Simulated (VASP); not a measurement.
# Al (P6_3/mmc) in VASP: notebook, part 3 of 3

VASP 6.6.1. The steps go on from the part before.

## 6. Relaxation of shape and atoms at fixed volume, PBEsol

This run uses another cell than the first one, of 11.42 Å³/atom, 0.875 times its volume.

Contents of INCAR:

```
SYSTEM = Al
ALGO = Normal ; EDIFF = 1E-6
EDIFFG = -0.005 ; ENCUT = 600
GGA = PS ; IBRION = 2
ISIF = 4 ; ISMEAR = -1
LASPH = .True. ; LCHARG = .False.
LREAL = .False. ; LWAVE = .False.
NELM = 80 ; NSW = 50
PREC = Accurate ; SIGMA = 0.05
```

Contents of KPOINTS:

```
k-points
0
Gamma
  17 17 9
  0 0 0
```

Contents of POSCAR:

```
Al
1.0
    2.5306377861      0.0000000000      0.0000000000
   -1.2653188931      2.1915966106      0.0000000000
    0.0000000000      0.0000000000      4.1168676290
Al
2
Direct
    0.3333333333      0.6666666667      0.2500000000
    0.6666666667      0.3333333333      0.7500000000
```

Potentials or basis: VASP PAW PBE potentials, release 64 (Al).

Run with:

```
$ cat potpaw_PBE.64/Al/POTCAR > POTCAR
$ mpirun -np 1 vasp_std > vasp.out
```

OUTCAR:

```text
SYSTEM = Al
   EDIFF = 1E-6
   EDIFFG = -0.005
   ENCUT = 600
   GGA = PS
   IBRION = 2
   ISIF = 4
   ISMEAR = -1
   LASPH = .True.
   LREAL = .False.
   NELM = 80
   NSW = 50
   PREC = Accurate

 ion  position               nearest neighbor table
   1  0.333  0.667  0.250-   2 2.52   2 2.52   2 2.52   2 2.52   2 2.52   2 2.52
   2  0.667  0.333  0.750-   1 2.52   1 2.52   1 2.52   1 2.52   1 2.52   1 2.52

  LATTYP: Found a hexagonal cell.
 ALAT       =     2.5306377861
 C/A-ratio  =     1.6268103051

  Lattice vectors:

 A1 = (   2.5306377861,   0.0000000000,   0.0000000000)
 A2 = (  -1.2653188931,   2.1915966106,   0.0000000000)
 A3 = (   0.0000000000,   0.0000000000,   4.1168676290)

Analysis of symmetry for initial positions (statically):
=====================================================================
 Subroutine PRICEL returns:
 Original cell was already a primitive cell.

 Routine SETGRP: Setting up the symmetry group for a
 hexagonal supercell.

 Subroutine GETGRP returns: Found 24 space group operations
 (whereof 12 operations were pure point group operations)
 out of a pool of 24 trial point group operations.

The static configuration has the point symmetry D_3d.
 The point group associated with its full space group is D_6h.

Analysis of symmetry for dynamics (positions and initial velocities):
=====================================================================
 Subroutine PRICEL returns:
 Original cell was already a primitive cell.

 Routine SETGRP: Setting up the symmetry group for a
 hexagonal supercell.

 Subroutine GETGRP returns: Found 24 space group operations
 (whereof 12 operations were pure point group operations)
 out of a pool of 24 trial point group operations.

The dynamic configuration has the point symmetry D_3d.
 The point group associated with its full space group is D_6h.

 Subroutine INISYM returns: Found 24 space group operations
 (whereof 12 operations are pure point group operations),
 and found     1 'primitive' translations

----------------------------------------------------------------------------------------

                                     Primitive cell

  volume of cell :      22.8327

  direct lattice vectors                    reciprocal lattice vectors
     2.530637786  0.000000000  0.000000000     0.395157302  0.228144175  0.000000000
    -1.265318893  2.191596611  0.000000000     0.000000000  0.456288349  0.000000000
     0.000000000  0.000000000  4.116867629     0.000000000  0.000000000  0.242903122

  length of vectors
     2.530637786  2.530637786  4.116867629     0.456288349  0.456288349  0.242903122

  position of ions in fractional coordinates (direct lattice)
     0.333333333  0.666666667  0.250000000
     0.666666667  0.333333333  0.750000000

  ion indices of the primitive-cell ions
   primitive index   ion index
                 1           1
                 2           2

----------------------------------------------------------------------------------------

 KPOINTS: k-points

Automatic generation of k-mesh.
 Grid dimensions read from file:
[... 27 lines left out ...]
  0.294118  0.000000  0.000000      6.000000
[... 16 lines left out ...]
  0.411765  0.117647  0.000000     12.000000
  0.176471  0.176471  0.000000      6.000000
 [... further k-points ...]
   k-points           NKPTS =    165   k-points in BZ     NKDIM =    165   number of bands    NBANDS=      7
   number of dos      NEDOS =    301   number of ions     NIONS =      2
   total plane-waves  NPLWV =  14400
   dimension x,y,z NGX =    20 NGY =   20 NGZ =   36
   dimension x,y,z NGXF=    40 NGYF=   40 NGZF=   72
   ions per type =               2
   NGX,Y,Z   is equivalent  to a cutoff of  13.14, 13.14, 14.54 a.u.
   NGXF,Y,Z  is equivalent  to a cutoff of  26.28, 26.28, 29.07 a.u.
 SYSTEM =  Al
   PREC   = accura    normal or accurate (medium, high low for compatibility)
   ISTART =      0    job   : 0-new  1-cont  2-samecut
   ICHARG =      2    charge: 1-file 2-atom 10-const
   ISPIN  =      1    spin polarized calculation?
   LNONCOLLINEAR =      F non collinear calculations
   LSORBIT =      F    spin-orbit coupling
   LASPH  =      T    aspherical Exc in radial PAW
   ENCUT  =  600.0 eV  44.10 Ry    6.64 a.u.   5.05  5.05  8.22*2*pi/ulx,y,z
   NELM   =     80;   NELMIN=  2; NELMDL= -5     # of ELM steps
   EDIFF  = 0.1E-05   stopping-criterion for ELM
   LREAL  =      F    real-space projection
   EDIFFG = -.5E-02   stopping-criterion for IOM
   NSW    =     50    number of steps for IOM
   IBRION =      2    ionic relax: 0-MD 1-quasi-New 2-CG
   NFREE  =      1    steps in history (QN), initial steepest desc. (CG)
   ISIF   =      4    stress and relaxation
   ISYM   =      2    0-nonsym 1-usesym 2-fastsym
   POTIM  = 0.5000    time-step for ionic-motion
   TEBEG  =    0.0;   TEEND  =   0.0 temperature during run
   PSTRESS=    0.0 pullay stress
   NELECT =       6.0000    total number of electrons
   NUPDOWN=      -1.0000    fix difference up-down
   EMIN   =  10.00;   EMAX   =-10.00  energy-range for DOS
   EFERMI =   0.00;   METHOD = LEGACY
   ISMEAR =    -1;   SIGMA  =   0.05  broadening in eV -4-tet -1-fermi 0-gaus
   EFERMI_NEDOS =   21; number of points for ismear=-14 and -15
   IALGO  =     38    algorithm
   IMIX   =      4    mixing-type and parameters
     AMIX     =   0.40;   BMIX     =  1.00
     AMIX_MAG =   1.60;   BMIX_MAG =  1.00
  volume/ion in A,a.u.               =      11.42        77.04
  Fermi-wavevector in a.u.,A,eV,Ry     =   1.048591  1.981549 14.960189  1.099543
  Thomas-Fermi vector in A             =   2.183519
   LORBIT       =      0    0 simple, 1 ext, 2 COOP (PROOUT), +10 PAW based schemes
   GGA     = PS    functional components
   LHFCALC =     F    Hartree Fock is set to
   AEXX    =    0.0000 exact exchange contribution
   IVDW    =     0    specifies the selected vdW correction
   LEPSILON=     F    determine dielectric tensor
   LRPA    =     F    only Hartree local field effects (RPA)
 conjugate gradient relaxation of ions
 non-spin polarized calculation
  energy-cutoff  :      600.00
  volume of cell :       22.83
 maximum number of plane-waves:       777
   NGX = 11   NGY = 11   NGZ = 17

--------------------------------------- Ionic step        1  -------------------------------------------

 number of electron       6.0000000 magnetization

 Free energy of the ion-electron system (eV)
  ---------------------------------------------------
  ext. energy  EPLUGINS =         0.00000000
  ---------------------------------------------------
  free energy    TOTEN  =        -6.76380639 eV

  energy without entropy =       -6.75821077  energy(sigma->0) =       -6.76100858

------------------------ aborting loop because EDIFF is reached ----------------------------------------

  FORCE on cell =-STRESS in cart. coord.  units (eV):
  Direction    XX          YY          ZZ          XY          YZ          ZX
  --------------------------------------------------------------------------------------
  -------------------------------------------------------------------------------------
  Total        8.5334430      8.5334430      8.8098375     -0.0000000      0.0000000     -0.0000000
  in kB      598.7938932    598.7938932    618.1885671     -0.0000000      0.0000000     -0.0000000
  external PRESSURE =     605.2587845 kB  Pullay stress =       0.0000000 kB
[... 59 lines left out ...]
--------------------------------------- Ionic step        3  -------------------------------------------

 number of electron       6.0000000 magnetization

 Free energy of the ion-electron system (eV)
  ---------------------------------------------------
  ext. energy  EPLUGINS =         0.00000000
  ---------------------------------------------------
  free energy    TOTEN  =        -6.76444790 eV

  energy without entropy =       -6.75871818  energy(sigma->0) =       -6.76158304

 E-fermi :  12.3699     XC(G=0): -11.6860

 val. band max:       12.3629686534   @ k =   0.2941   0.0000   0.2222
 cond. band min:      12.3977396044   @ k =   0.2353   0.0588   0.2222
 fundamental gap:      0.0347709510
 Fermi energy:        12.3698654104

 k-point     1 :       0.0000    0.0000    0.0000
  band No.  band energies     occupation
      1      -1.5450      2.00000
      2       6.2050      2.00000
      3       7.3666      2.00000
      4      25.5178      0.00000
      5      25.5178      0.00000
      6      26.2854      0.00000
      7      26.2854      0.00000
[... 221 lines left out ...]
 k-point    24 :       0.1765    0.1765    0.0000
  band No.  band energies     occupation
      1       1.2941      2.00000
      2       8.7766      2.00000
      3       9.7827      2.00000
      4      14.5127      0.00000
      5      15.9109      0.00000
      6      21.4597      0.00000
      7      22.4565      0.00000

 [... further k-points ...]
[... 5 lines left out ...]
  --------------------------------------------------------------------------------------
  -------------------------------------------------------------------------------------
  Total        8.6262224      8.6262224      8.6274470     -0.0000000      0.0000000      0.0000000
  in kB      605.3042455    605.3042456    605.3901789     -0.0000000      0.0000000      0.0000000
  external PRESSURE =     605.3328900 kB  Pullay stress =       0.0000000 kB
[... 17 lines left out ...]
  FREE ENERGIE OF THE ION-ELECTRON SYSTEM (eV)
  ---------------------------------------------------
  free  energy   TOTEN  =        -6.7644479049 eV

  energy  without entropy=       -6.7587181797  energy(sigma->0) =       -6.76158304

 reached required accuracy - stopping structural energy minimisation
```

It took 29 s on 1 thread of AMD EPYC 7R13 (Zen 3), shared host; peak memory 0.12 GiB.

What came out:

```
Free energy               : -6.7644 eV
Energy gained by relaxing : 0.3 meV/atom
Ionic steps               : 3
Pressure after relaxing   : 60.5 GPa
Band gap on the k mesh    : zero (band 3 reaches 16.20 eV, above the bottom of band 4 at 8.97 eV)
```

The path:
```csv
step,energy change (eV),largest force (eV/Å),pressure (GPa),volume (Å³)
1,0.0000,0.0000,60.53,22.83
2,-0.0006,0.0000,60.53,22.83
3,-0.0006,0.0000,60.53,22.83
```

Final structure:
```
CELL_PARAMETERS angstrom
2.52457 0.00000 0.00000
-1.26229 2.18634 0.00000
0.00000 0.00000 4.13668
ATOMIC_POSITIONS crystal
Al 0.33333 0.66667 0.25000
Al 0.66667 0.33333 0.75000
```

Levels at points of the mesh, in eV from the Fermi level:
| k point | band 1 | band 2 | band 3 | band 4 | band 5 | band 6 |
| --- | --- | --- | --- | --- | --- | --- |
| (0.00, 0.00, 0.00) | -13.91 | -6.16 | -5.00 | 13.15 | 13.15 | 13.92 |

Caveat: the PAW data sets were made with another functional, which shifts forces and pressure a little.

## 7. Summary

| task | cell | cutoff (eV) | gap on the mesh (eV) | pressure (GPa) |
| --- | --- | --- | --- | --- |
| single point | a = 2.640, b = 2.640, c = 4.322 Å, angles 90.0, 90.0, 120.0°, 2 atoms | 520 | none | 28.7 |
| single point | a = 2.750, b = 2.750, c = 4.483 Å, angles 90.0, 90.0, 120.0°, 2 atoms | 520 | none | 10.6 |
| single point | a = 2.850, b = 2.850, c = 4.637 Å, angles 90.0, 90.0, 120.0°, 2 atoms | 520 | none | 0.1 |
| relaxation of shape and atoms at fixed volume | relaxed from a = 2.531, b = 2.531, c = 4.117 Å, angles 90.0, 90.0, 120.0°, 2 atoms | 600 | none | 60.5 |

Alike in all rows: level PBEsol; potentials or basis VASP PAW PBE potentials, release 64 (Al); no spin polarisation; k mesh 17 × 17 × 9; smearing fermi-dirac 0.05 eV.

Caveats: the PAW data sets were made with another functional, which shifts forces and pressure a little.

Absolute energies hang on the potentials; compare differences alone.
